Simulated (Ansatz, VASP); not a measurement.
**Ti in VASP and in Ansatz**

```xyz
3
Lattice="4.5791 0.0000 0.0000 -2.2895 3.9656 0.0000 0.0000 0.0000 2.8318" Properties=species:S:1:pos:R:3 pbc="T T T"
Ti    0.0000    0.0000    0.0000
Ti    0.0000    2.6437    1.4159
Ti    2.2895    1.3219    1.4159
```

Alike in both runs: functional PBE; k mesh 12 × 12 × 14; occupations gaussian, width 0.1 eV; no spin polarisation.

Ansatz relaxed the structure, and its values are those at the end. VASP's run is a single point on that final structure, the one shown.

```csv
,VASP,Ansatz
version,VASP 6.6.1,Ansatz 0.2.0
potentials or method,"VASP PAW PBE potentials, release 64 (Ti_sv), cutoff 520 eV","scalar-relativistic, plane waves, PAW"
valence electrons in the cell,36,36
```

VASP gave:

* gap on the k mesh at the Fermi level (eV): none
* pressure (GPa): -0.3

**Question.** Which values does Ansatz return?

**Answer.** gap on the k mesh at the Fermi level (eV): none; pressure (GPa): 0.0.

A gap of «none» marks a metal or a gap that the smearing closes.
